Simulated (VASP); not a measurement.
# SnO: relaxation of cell and atoms with PBE+D3(BJ)

The system is SnO.

```xyz
4
Lattice="3.8137 0.0000 0.0000 0.0000 3.8137 0.0000 0.0000 0.0000 4.8869" Properties=species:S:1:pos:R:3 pbc="T T T"
Sn    1.9068    0.0000    3.7367
Sn    0.0000    1.9068    1.1503
O     0.0000    0.0000    0.0000
O     1.9068    1.9068    0.0000
```

| Quantity | Value |
| --- | --- |
| Program | VASP 6.6.1 |
| Task | relaxation of cell and atoms |
| Functional | PBE |
| Dispersion | D3(BJ) |
| Potentials or basis | VASP PAW PBE potentials, release 64 (Sn_d, O) |
| Cutoff | 600 eV |
| k mesh | 7 × 7 × 6 |
| Occupations | fermi-dirac, width 0.05 eV |
| Spin | no spin polarisation |
| Dipole correction | no |
| Further INCAR settings | ALGO = Normal; EDIFF = 1e-06; IBRION = 2; EDIFFG = -0.01; NSW = 60; ISIF = 3 |

- Relaxed volume: 17.44 Å³/atom
- Relaxed cell: a = 3.836 Å, b = 3.836 Å, c = 4.739 Å, α = 90.00°, β = 90.00°, γ = 90.00°
- Space group after relaxing (to 0.05 Å): P4/nmm (No. 129)
- Energy gained by relaxing: 5.0 meV/atom
- Ionic steps: 10
- Pressure after relaxing: 0.0 GPa
- Largest force after relaxing: 0.005 eV/Å
- Band gap on the k mesh: 0.19 eV, indirect (least direct gap 1.93 eV)
- Dispersion energy per atom: -0.236 eV

Forces in eV/Å, atoms in the order of the input:
```
Sn   0.000  0.000  0.005
Sn   0.000  0.000 -0.005
O    0.000  0.000  0.000
O    0.000  0.000  0.000
```

The path:
| step | energy change (eV) | largest force (eV/Å) | pressure (GPa) | volume (Å³) |
| --- | --- | --- | --- | --- |
| 1 | 0.0000 | 0.4695 | 1.69 | 71.08 |
| 2 | -0.0014 | 0.2891 | -2.09 | 73.02 |
| 3 | -0.0108 | 0.0690 | -0.36 | 72.07 |
| 4 | -0.0128 | 0.0615 | -0.29 | 71.79 |
| 5 | -0.0174 | 0.0393 | -0.16 | 70.95 |
| 6 | -0.0195 | 0.0020 | 0.21 | 69.28 |
| 7 | -0.0200 | 0.0128 | 0.07 | 69.78 |
| 8 | -0.0200 | 0.0096 | 0.11 | 69.70 |
| 9 | -0.0197 | 0.0589 | -0.30 | 69.89 |
| 10 | -0.0200 | 0.0046 | 0.01 | 69.74 |

Final structure:
```
Sn O
1.0
     3.83641    0.00000    0.00000
     0.00000    3.83641    0.00000
     0.00000    0.00000    4.73856
Sn O
2 2
Direct
  0.50000 0.00000 0.75478
  0.00000 0.50000 0.24522
  0.00000 0.00000 0.00000
  0.50000 0.50000 0.00000
```

Levels at points of the mesh, in eV from the valence-band top:
```
           k point  band 17  band 18  band 19  band 20  band 21  band 22  band 23  band 24
(0.00, 0.00, 0.00)    -3.33    -3.03    -3.03     0.00     2.19     4.49     4.49     4.76
(0.00, 0.00, 0.50)    -3.05    -3.05    -2.97    -2.08     1.74     2.78     2.78     3.55
```

Run time: 3 min on 1 thread of Intel(R) Xeon(R) 6975P-C (Granite Rapids), on a shared host, peak memory 0.24 GiB.

Caveat: spin-orbit coupling is left out, which moves the levels of the heavy elements. A k mesh can miss the band edges.
